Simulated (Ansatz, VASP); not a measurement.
# Two plane-wave programs on MgO

File POSCAR:

```
MgO
1.0
    0.0000000000      2.1000000000      2.1000000000
    2.1000000000      0.0000000000      2.1000000000
    2.1000000000      2.1000000000      0.0000000000
Mg O
1 1
Direct
    0.0000000000      0.0000000000      0.0000000000
    0.5000000000      0.5000000000      0.5000000000
```

Contents of INCAR.step1:

```
ALGO = Normal
EDIFF = 1E-5
ENCUT = 660
GGA = PE
GGA_COMPAT = False
ISMEAR = -1
LASPH = True
LCHARG = False
LREAL = False
LWAVE = True
NBANDS = 15
NELM = 120
PREC = Accurate
SIGMA = 0.05
```

INCAR.step2

```
ALGO = Normal
EDIFF = 1E-6
ENCUT = 660
GGA_COMPAT = False
ISIF = 2
ISMEAR = -1
ISTART = 1
LASPH = True
LCHARG = True
LELF = True
LMIXTAU = True
LREAL = False
LVHAR = True
LWAVE = False
METAGGA = R2SCAN
NBANDS = 15
NELM = 120
PREC = Accurate
SIGMA = 0.05
```

File KPOINTS:

```
k-points
0
Gamma
  9 9 9
```

Input for Ansatz:

```yaml
crystal:
  lattice:
    - [0.0, 2.1, 2.1]
    - [2.1, 0.0, 2.1]
    - [2.1, 2.1, 0.0]
  atoms:
    - { symbol: Mg, position: [0.0, 0.0, 0.0] }
    - { symbol: O, position: [0.5, 0.5, 0.5] }
hamiltonian:
  xc: r2scan
  pseudopotentials: { kind: paw }
basis:
  ecutwfc: 500
kpoints:
  mp_grid: { grid: [9, 9, 9] }
scf:
  occupations: { method: fermi_dirac, width: 0.05 }
  lower_state_search: "off"
  algorithm: density_mixing
  max_iter: 80
  mixing: { algorithm: anderson, ndim: 1, beta: 0.2, preconditioner: kerker }
output:
  forces: true
  stress: true
```

Alike in both runs: task single point; functional r2SCAN; k mesh 9 × 9 × 9; occupations fermi-dirac, width 0.05 eV; no spin polarisation.

|  | VASP | Ansatz |
| --- | --- | --- |
| version | VASP 6.6.1 | Ansatz 0.2.0 |
| potentials or method | VASP PAW PBE potentials, release 64 (Mg_sv, O), cutoff 660 eV | PAW, plane waves, scalar-relativistic |
| valence electrons in the cell | 16 | 16 |

Ansatz gave:

- pressure (GPa): 0.5

Q: Estimate VASP's values.

A: Pressure (GPa): 0.3.

VASP's potentials were made for PBE, not for r2SCAN. The functional is the same, so the differences come from potentials, cutoffs and numerics.
